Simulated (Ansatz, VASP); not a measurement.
**Two plane-wave programs on Pt**

The input INCAR:

```
SYSTEM = Pt
ALGO = Fast ; EDIFF = 1E-6
ENCUT = 520 ; GGA = PS
ISIF = 2 ; ISMEAR = 0
LASPH = .True. ; LCHARG = .False.
LREAL = .False. ; LWAVE = .False.
NBANDS = 11 ; NELM = 80
PREC = Accurate ; SIGMA = 0.15
```

File KPOINTS:

```
k-points
0
Gamma
  20 20 20
  0 0 0
```

The input POSCAR:

```
Pt
1.0
    0.0000000000      1.8600050000      2.0068475000
    1.8600050000      0.0000000000      2.0068475000
    1.8600050000      1.8600050000      0.0000000000
Pt
1
Direct
    0.0000000000      0.0000000000      0.0000000000
```

Input for Ansatz:

```yaml
crystal:
  lattice:
    - [0.0, 1.860005, 2.0068475]
    - [1.860005, 0.0, 2.0068475]
    - [1.860005, 1.860005, 0.0]
  atoms:
    - { symbol: Pt, position: [0.0, 0.0, 0.0] }
basis:
  ecutwfc: 420
kpoints:
  mp_grid: { grid: [20, 20, 20] }
hamiltonian:
  xc: pbesol
scf:
  occupations: { method: gaussian, width: 0.15 }
output:
  forces: true
  stress: true
  eigenvalues: true
```

Change from the starting cell: strain -0.050 along x and y, +0.025 along z, atoms carried along.

Alike in both runs: task single point; functional PBEsol; k mesh 20 × 20 × 20; occupations gaussian, width 0.15 eV; no spin polarisation.

|  | VASP | Ansatz |
| --- | --- | --- |
| version | VASP 6.6.1 | Ansatz 0.2.0 |
| potentials or method | VASP PAW PBE potentials, release 64 (Pt), cutoff 520 eV | scalar-relativistic, plane waves, PAW |
| valence electrons in the cell | 10 | 18 |

|  | VASP | Ansatz | Ansatz less VASP |
| --- | --- | --- | --- |
| gap on the k mesh at the Fermi level (eV) | none | none | - |
| pressure (GPa) | 29.1 | 29.4 | +0.28 |
| traceless stress, the component that is largest in VASP (GPa) | -9.01 | -9.03 | -0.020 |

VASP's potentials were made for PBE, not for PBEsol. A gap of «none» marks a metal or a gap that the smearing closes. Both programs put the cell under a high pressure, so it lies far from rest at this level. The functional is the same, so the differences come from potentials, cutoffs and numerics. VASP's potentials hold 10 valence electrons a cell and Ansatz's 18, so a difference there can come from the potentials and not from the codes.

Spin-orbit coupling is off throughout.
